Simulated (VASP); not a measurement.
Runs of VASP 6.6.1 on AlGaN. The structure is that of space group P-6m2 (No. 187), or close to it. The cells are those of the table. The cell was generated, and may not be a known phase.

```csv
task,spin,cell,k mesh,cutoff (eV),gap on the mesh (eV),pressure (GPa),relaxed volume (Å³/atom)
single point,off,"a = 3.185, b = 3.185, c = 6.385 Å, angles 90.0, 90.0, 120.0°, 3 atoms",18 × 18 × 8,520,none,-0.2,-
single point,off,"a = 3.642, b = 3.642, c = 3.522 Å, angles 90.0, 90.0, 120.0°, 3 atoms",6 × 6 × 6,520,none,2.8,-
single point,off,"a = 3.185, b = 3.185, c = 6.385 Å, angles 90.0, 90.0, 120.0°, 3 atoms",12 × 12 × 14,520,none,-0.2,-
single point,"collinear, ferromagnetic start","a = 3.642, b = 3.642, c = 3.522 Å, angles 90.0, 90.0, 120.0°, 3 atoms",6 × 6 × 6,520,none,2.8,-
relaxation of cell and atoms,off,"relaxed from a = 3.185, b = 3.185, c = 6.385 Å, angles 90.0, 90.0, 120.0°, 3 atoms",18 × 18 × 8,600,none,0.0,18.66
relaxation of cell and atoms,off,"relaxed from a = 3.642, b = 3.642, c = 3.522 Å, angles 90.0, 90.0, 120.0°, 3 atoms",12 × 12 × 14,600,none,0.0,(a)
```

Alike in all rows: level PBE; potentials or basis VASP PAW PBE potentials, release 64 (Al, Ga_d, N); smearing gaussian 0.1 eV.

Problem. Fill in the values left out.

Solution. (a) 15.88.

Caveats: the stress differs along the axes, from -1 to 11 GPa (at least some runs); the volume moved by over 15 % at a fixed basis, so the end points are rough (at least some runs).

A k mesh can miss the band edges, and the runs leave out spin-orbit coupling on Ga.

A gap of «none» marks levels without a gap at the run's occupations.
